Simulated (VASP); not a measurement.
# Ti (I4/mmm) in VASP: a series of runs

Runs on Ti. Level: r2SCAN. Tasks: single point.

All numbers are computed with VASP 6.6.1; they aren't measurements. Logs are shortened: lines on timing, memory, paths and dates and some standing lists are left out, and cuts for length are marked.

### 1 The cell of the first run

It takes space group I4/mmm (No. 139, tetragonal). Conventional cell: a = 3.151 Å, b = 3.151 Å, c = 3.282 Å, α = 90.00°, β = 90.00°, γ = 90.00°. Within 3.6 Å of Ti (site symmetry 4/mmm) lie 14 Ti at 2.77 to 3.28 Å.

### 2 Single point, r2SCAN (strain -0.040 along x and y, +0.000 along z)

File POSCAR:

```
Ti
1.0
   -1.5753600000      1.5753600000      1.6410000000
    1.5753600000     -1.5753600000      1.6410000000
    1.5753600000      1.5753600000     -1.6410000000
Ti
1
Direct
    0.0000000000      0.0000000000      0.0000000000
```

File INCAR.step1:

```
SYSTEM = Ti
PREC = Accurate
ENCUT = 520
ISMEAR = 0
SIGMA = 0.15
LREAL = .FALSE.
LASPH = .TRUE.
NELM = 80
NBANDS = 12
GGA = PE
ALGO = Normal
EDIFF = 1E-4
LWAVE = .TRUE.
LCHARG = .FALSE.
```

File INCAR.step2:

```
SYSTEM = Ti
PREC = Accurate
ENCUT = 520
EDIFF = 1E-6
ISMEAR = 0
SIGMA = 0.15
LREAL = .FALSE.
LASPH = .TRUE.
NELM = 80
ALGO = Normal
ISIF = 2
LWAVE = .FALSE.
LCHARG = .FALSE.
METAGGA = R2SCAN
LMIXTAU = .TRUE.
NBANDS = 12
ISTART = 1
```

File KPOINTS:

```
regular mesh
0
G
  20 20 20
  0 0 0
```

Potentials or basis: VASP PAW PBE potentials, release 64 (Ti_sv).

The run is started by

```bash
$ cat potpaw_PBE.64/Ti_sv/POTCAR > POTCAR
$ cp INCAR.step1 INCAR
$ mpirun -np 1 vasp_std > vasp.out
$ cp INCAR.step2 INCAR
$ mpirun -np 1 vasp_std > vasp.out
```

OUTCAR:

```text
SYSTEM = Ti
   PREC = Accurate
   ENCUT = 520
   EDIFF = 1E-6
   ISMEAR = 0
   LREAL = .FALSE.
   LASPH = .TRUE.
   NELM = 80
   ISIF = 2
   METAGGA = R2SCAN
   ISTART = 1

 ion  position               nearest neighbor table
   1  0.000  0.000  0.000-

  LATTYP: Found a body centered tetragonal cell.
 ALAT       =     3.1507200000
 C/A-ratio  =     1.0416666667

  Lattice vectors:

 A1 = (  -1.5753600000,   1.5753600000,   1.6410000000)
 A2 = (   1.5753600000,  -1.5753600000,   1.6410000000)
 A3 = (   1.5753600000,   1.5753600000,  -1.6410000000)

Analysis of symmetry for initial positions (statically):
=====================================================================
 Subroutine PRICEL returns:
 Original cell was already a primitive cell.

 Routine SETGRP: Setting up the symmetry group for a
 body centered tetragonal supercell.

 Subroutine GETGRP returns: Found 16 space group operations
 (whereof 16 operations were pure point group operations)
 out of a pool of 16 trial point group operations.

The static configuration has the point symmetry D_4h.

Analysis of symmetry for dynamics (positions and initial velocities):
=====================================================================
 Subroutine PRICEL returns:
 Original cell was already a primitive cell.

 Routine SETGRP: Setting up the symmetry group for a
 body centered tetragonal supercell.

 Subroutine GETGRP returns: Found 16 space group operations
 (whereof 16 operations were pure point group operations)
 out of a pool of 16 trial point group operations.

The dynamic configuration has the point symmetry D_4h.

 Subroutine INISYM returns: Found 16 space group operations
 (whereof 16 operations are pure point group operations),
 and found     1 'primitive' translations

----------------------------------------------------------------------------------------

                                     Primitive cell

  volume of cell :      16.2903

  direct lattice vectors                    reciprocal lattice vectors
    -1.575360000  1.575360000  1.641000000     0.000000000  0.317387772  0.304692261
     1.575360000 -1.575360000  1.641000000     0.317387772  0.000000000  0.304692261
     1.575360000  1.575360000 -1.641000000     0.317387772  0.317387772  0.000000000

  length of vectors
     2.767019924  2.767019924  2.767019924     0.439968603  0.439968603  0.448854091

  position of ions in fractional coordinates (direct lattice)
     0.000000000  0.000000000  0.000000000

  ion indices of the primitive-cell ions
   primitive index   ion index
                 1           1

----------------------------------------------------------------------------------------

 KPOINTS: regular mesh

Automatic generation of k-mesh.
 Grid dimensions read from file:
 generate k-points for:   20   20   20

 Generating k-lattice:

  Cartesian coordinates                     Fractional coordinates (reciprocal lattice)
     0.000000000  0.015869389  0.015234613     0.050000000  0.000000000 -0.000000000
     0.015869389  0.000000000  0.015234613     0.000000000  0.050000000 -0.000000000
     0.015869389  0.015869389  0.000000000     0.000000000  0.000000000  0.050000000

  Length of vectors
     0.021998430  0.021998430  0.022442705

  Shift w.r.t. Gamma in fractional coordinates (k-lattice)
     0.000000000  0.000000000  0.000000000

 Subroutine IBZKPT returns following result:
 ===========================================

 Found    641 irreducible k-points:

 Following reciprocal coordinates:
            Coordinates               Weight
  0.000000  0.000000  0.000000      1.000000
  0.050000 -0.000000  0.000000      8.000000
  0.100000 -0.000000  0.000000      8.000000
  0.150000  0.000000  0.000000      8.000000
  0.200000 -0.000000  0.000000      8.000000
  0.250000  0.000000  0.000000      8.000000
[... 16 lines left out ...]
 -0.400000  0.050000  0.000000     16.000000
 -0.350000  0.050000 -0.000000     16.000000
 [... further k-points ...]
   k-points           NKPTS =    641   k-points in BZ     NKDIM =    641   number of bands    NBANDS=     12
   number of dos      NEDOS =    301   number of ions     NIONS =      1
   total plane-waves  NPLWV =  13824
   dimension x,y,z NGX =    24 NGY =   24 NGZ =   24
   dimension x,y,z NGXF=    48 NGYF=   48 NGZF=   48
   ions per type =               1
   NGX,Y,Z   is equivalent  to a cutoff of  14.42, 14.42, 14.42 a.u.
   NGXF,Y,Z  is equivalent  to a cutoff of  28.84, 28.84, 28.84 a.u.
 SYSTEM =  Ti
   PREC   = accura    normal or accurate (medium, high low for compatibility)
   ISTART =      1    job   : 0-new  1-cont  2-samecut
   ICHARG =      0    charge: 1-file 2-atom 10-const
   ISPIN  =      1    spin polarized calculation?
   LNONCOLLINEAR =      F non collinear calculations
   LSORBIT =      F    spin-orbit coupling
   LASPH  =      T    aspherical Exc in radial PAW
   ENCUT  =  520.0 eV  38.22 Ry    6.18 a.u.   5.14  5.14  5.14*2*pi/ulx,y,z
   NELM   =     80;   NELMIN=  2; NELMDL=  0     # of ELM steps
   EDIFF  = 0.1E-05   stopping-criterion for ELM
   LREAL  =      F    real-space projection
   EDIFFG = 0.1E-04   stopping-criterion for IOM
   NSW    =      0    number of steps for IOM
   IBRION =     -1    ionic relax: 0-MD 1-quasi-New 2-CG
   NFREE  =      0    steps in history (QN), initial steepest desc. (CG)
   ISIF   =      2    stress and relaxation
   ISYM   =      2    0-nonsym 1-usesym 2-fastsym
   POTIM  = 0.5000    time-step for ionic-motion
   TEBEG  =    0.0;   TEEND  =   0.0 temperature during run
   PSTRESS=    0.0 pullay stress
   NELECT =      12.0000    total number of electrons
   NUPDOWN=      -1.0000    fix difference up-down
   EMIN   =  10.00;   EMAX   =-10.00  energy-range for DOS
   EFERMI =   0.00;   METHOD = LEGACY
   ISMEAR =     0;   SIGMA  =   0.15  broadening in eV -4-tet -1-fermi 0-gaus
   EFERMI_NEDOS =   21; number of points for ismear=-14 and -15
   IALGO  =     38    algorithm
   IMIX   =      4    mixing-type and parameters
     AMIX     =   0.40;   BMIX     =  1.00
     AMIX_MAG =   1.60;   BMIX_MAG =  1.00
  volume/ion in A,a.u.               =      16.29       109.93
  Fermi-wavevector in a.u.,A,eV,Ry     =   1.478515  2.793989 29.742441  2.186008
  Thomas-Fermi vector in A             =   2.592787
   LORBIT       =      0    0 simple, 1 ext, 2 COOP (PROOUT), +10 PAW based schemes
   METAGGA = R2SCAN    functional components
   LHFCALC =     F    Hartree Fock is set to
   AEXX    =    0.0000 exact exchange contribution
   IVDW    =     0    specifies the selected vdW correction
   LEPSILON=     F    determine dielectric tensor
   LRPA    =     F    only Hartree local field effects (RPA)
 non-spin polarized calculation
 Gauss-broadening in eV      SIGMA  =   0.15
  energy-cutoff  :      520.00
  volume of cell :       16.29
 maximum number of plane-waves:       458
 NGX is ok and might be reduce to    24
   NGX = 11   NGY = 11   NGZ = 11

 number of electron      12.0000000 magnetization

 Free energy of the ion-electron system (eV)
  ---------------------------------------------------
  ext. energy  EPLUGINS =         0.00000000
  ---------------------------------------------------
  free energy    TOTEN  =       -12.80591543 eV

  energy without entropy =      -12.78310480  energy(sigma->0) =      -12.79451012

 E-fermi :   8.8172     XC(G=0): -12.7323

 val. band max:        8.8170098284   @ k =  -0.3000   0.2500  -0.0000
 cond. band min:       8.8200681482   @ k =  -0.1500  -0.4500   0.1000
 fundamental gap:      0.0030583198
 Fermi energy:         8.8172135820

 k-point     1 :       0.0000    0.0000    0.0000
  band No.  band energies     occupation
      1     -49.9606      2.00000
      2     -24.6826      2.00000
      3     -24.6826      2.00000
      4     -24.6807      2.00000
      5       2.3479      2.00000
      6       9.9138      0.00000
      7       9.9138      0.00000
      8      10.2527      0.00000
      9      11.7306      0.00000
     10      12.1244      0.00000
     11      26.8498      0.00000
     12      27.6510      0.00000

 k-point     2 :       0.0500   -0.0000    0.0000
  band No.  band energies     occupation
      1     -49.9564      2.00000
      2     -24.7037      2.00000
      3     -24.6888      2.00000
      4     -24.6816      2.00000
      5       2.4414      2.00000
      6       9.9023      0.00000
      7       9.9216      0.00000
      8      10.2694      0.00000
      9      11.6912      0.00000
     10      12.1075      0.00000
     11      26.8269      0.00000
     12      27.5590      0.00000

 k-point     3 :       0.1000   -0.0000    0.0000
  band No.  band energies     occupation
      1     -49.9441      2.00000
      2     -24.7672      2.00000
      3     -24.7068      2.00000
      4     -24.6818      2.00000
      5       2.7161      2.00000
      6       9.8524      0.00000
      7       9.8677      0.00000
      8      10.3998      0.00000
      9      11.5883      0.00000
     10      12.0770      0.00000
     11      26.6389      0.00000
     12      27.3147      0.00000

 k-point     4 :       0.1500    0.0000    0.0000
  band No.  band energies     occupation
      1     -49.9249      2.00000
      2     -24.8652      2.00000
      3     -24.7349      2.00000
      4     -24.6820      2.00000
      5       3.1546      2.00000
      6       9.7091      0.00000
      7       9.7286      0.00000
      8      10.6951      0.00000
      9      11.4844      0.00000
     10      12.0590      0.00000
     11      26.0292      0.00000
     12      26.9805      0.00000

 k-point     5 :       0.2000   -0.0000    0.0000
  band No.  band energies     occupation
      1     -49.9006      2.00000
      2     -24.9872      2.00000
      3     -24.7700      2.00000
      4     -24.6823      2.00000
      5       3.7253      2.00000
      6       9.4929      0.00000
      7       9.5177      0.00000
      8      11.1155      0.00000
      9      11.4518      0.00000
     10      12.0623      0.00000
     11      24.9978      0.00000
     12      26.4630      0.00000
[... 228 lines left out ...]
      1     -49.7850      2.00000
      2     -25.5275      2.00000
      3     -24.9372      2.00000
      4     -24.6926      2.00000
      5       6.1212      2.00000
      6       8.5622      1.98382
      7       9.7328      0.00000
      8      11.7650      0.00000
      9      12.4196      0.00000
     10      13.7081      0.00000
     11      18.6914      0.00000
     12      23.3097      0.00000

 k-point    22 :      -0.4500    0.0500    0.0000
  band No.  band energies     occupation
      1     -49.7933      2.00000
      2     -25.4897      2.00000
      3     -24.9246      2.00000
      4     -24.6929      2.00000
      5       6.0447      2.00000
      6       8.6231      1.93280
      7       9.4728      0.00000
      8      11.7454      0.00000
      9      12.3882      0.00000
     10      13.4674      0.00000
     11      19.2771      0.00000
     12      23.5364      0.00000

 k-point    23 :      -0.4000    0.0500    0.0000
  band No.  band energies     occupation
      1     -49.8093      2.00000
      2     -25.4166      2.00000
      3     -24.9008      2.00000
      4     -24.6930      2.00000
      5       5.8220      2.00000
      6       8.7436      1.51258
      7       9.1704      0.00087
      8      11.6820      0.00000
      9      12.3297      0.00000
     10      13.0455      0.00000
     11      20.3098      0.00000
     12      23.9731      0.00000

 k-point    24 :      -0.3500    0.0500   -0.0000
  band No.  band energies     occupation
      1     -49.8313      2.00000
      2     -25.3147      2.00000
      3     -24.8681      2.00000
      4     -24.6929      2.00000
      5       5.3876      2.00000
      6       8.9166      0.34892
      7       9.0401      0.03562
      8      11.5894      0.00000
      9      12.2548      0.00000
     10      12.5178      0.00000
     11      21.6042      0.00000
     12      24.5830      0.00000

 [... further k-points ...]
[... 5 lines left out ...]
  --------------------------------------------------------------------------------------
  -------------------------------------------------------------------------------------
  Total        0.6801750      0.6801750      0.8060201      0.0000000      0.0000000      0.0000000
  in kB       66.8964452     66.8964452     79.2735367      0.0000000      0.0000000      0.0000000
  external PRESSURE =      71.0221424 kB  Pullay stress =       0.0000000 kB

 VOLUME and BASIS-vectors are now :
 -----------------------------------------------------------------------------
  energy-cutoff  :      520.00
  volume of cell :       16.29
      direct lattice vectors                 reciprocal lattice vectors
    -1.575360000  1.575360000  1.641000000     0.000000000  0.317387772  0.304692261
     1.575360000 -1.575360000  1.641000000     0.317387772  0.000000000  0.304692261
     1.575360000  1.575360000 -1.641000000     0.317387772  0.317387772  0.000000000

 POSITION                                       TOTAL-FORCE (eV/Angst)
 -----------------------------------------------------------------------------------
      0.00000      0.00000      0.00000         0.000000      0.000000      0.000000
 -----------------------------------------------------------------------------------
    total drift:                                0.000000      0.000000      0.000000

  FREE ENERGIE OF THE ION-ELECTRON SYSTEM (eV)
  ---------------------------------------------------
  free  energy   TOTEN  =       -12.8059154335 eV

  energy  without entropy=      -12.7831048027  energy(sigma->0) =      -12.79451012
```

Run time: 6.6 min. Hardware: 1 thread of Intel Xeon Platinum 8259CL at 2.50GHz (Skylake/Cascade Lake), shared host; peak memory 0.24 GiB.

What came out:

- Free energy: -12.8059 eV
- Pressure: 7.1 GPa
- Band gap on the k mesh: zero (bands 6 and 7 overlap by 1.85 eV)

Stress tensor (GPa, compression positive):
```
6.69 0.00 0.00
0.00 6.69 0.00
0.00 0.00 7.93
```

Caveat: the cell differs from its parent crystal (strain -0.040 along x and y, +0.000 along z); the cell stands under pressure; the PAW data sets were made with another functional, which shifts forces and pressure a little.

### 3 Single point, r2SCAN (strain +0.000 along x and y, -0.040 along z)

File POSCAR:

```
Ti
1.0
   -1.6410000000      1.6410000000      1.5753600000
    1.6410000000     -1.6410000000      1.5753600000
    1.6410000000      1.6410000000     -1.5753600000
Ti
1
Direct
    0.0000000000      0.0000000000      0.0000000000
```

File INCAR.step1:

```
SYSTEM = Ti
PREC = Accurate
ENCUT = 520
ISMEAR = 0
SIGMA = 0.15
LREAL = .False.
LASPH = .True.
NELM = 100
NBANDS = 12
GGA = PE
ALGO = Normal
EDIFF = 1E-4
LWAVE = .True.
LCHARG = .False.
```

File INCAR.step2:

```
SYSTEM = Ti
PREC = Accurate
ENCUT = 520
EDIFF = 1E-7
ISMEAR = 0
SIGMA = 0.15
LREAL = .False.
LASPH = .True.
NELM = 100
ALGO = Normal
ISIF = 2
LWAVE = .False.
LCHARG = .False.
METAGGA = R2SCAN
LMIXTAU = .True.
NBANDS = 12
ISTART = 1
```

File KPOINTS:

```
regular mesh
0
Gamma
  20 20 20
  0 0 0
```

Potentials or basis: VASP PAW PBE potentials, release 64 (Ti_sv).

The run is started by

```bash
$ cat potpaw_PBE.64/Ti_sv/POTCAR > POTCAR
$ cp INCAR.step1 INCAR
$ mpirun -np 1 vasp_std > vasp.out
$ cp INCAR.step2 INCAR
$ mpirun -np 1 vasp_std > vasp.out
```

Run time: 8.3 min. Hardware: 1 thread of Intel Xeon Platinum 8259CL at 2.50GHz (Skylake/Cascade Lake), shared host; peak memory 0.25 GiB.

The run converged. Its results:

```yaml
Free_energy: -12.8263 eV
Pressure: 2.1 GPa
Band_gap_on_the_k_mesh: zero (bands 6 and 7 overlap by 1.84 eV)
```

Stress tensor (GPa, compression positive):
```
2.72 0.00 0.00
0.00 2.72 0.00
0.00 0.00 0.93
```

Levels at points of the mesh, in eV from the Fermi level:
```
           k point  band 4  band 5  band 6  band 7  band 8  band 9
(0.00, 0.00, 0.00)  -33.64   -6.39    0.94    1.28    1.28    2.78
(0.50, 0.00, 0.00)  -33.66   -2.64   -0.49    1.14    3.05    3.48
(0.50, 0.50, 0.00)  -33.63   -2.65   -0.09    0.83    2.75    3.28
(0.50, 0.50, 0.50)  -34.11   -2.41   -2.31    4.22    4.22    4.27
```

Caveat: the cell differs from its parent crystal (strain +0.000 along x and y, -0.040 along z); the PAW data sets were made with another functional, which shifts forces and pressure a little.

(Continued in part 2 of 3.)
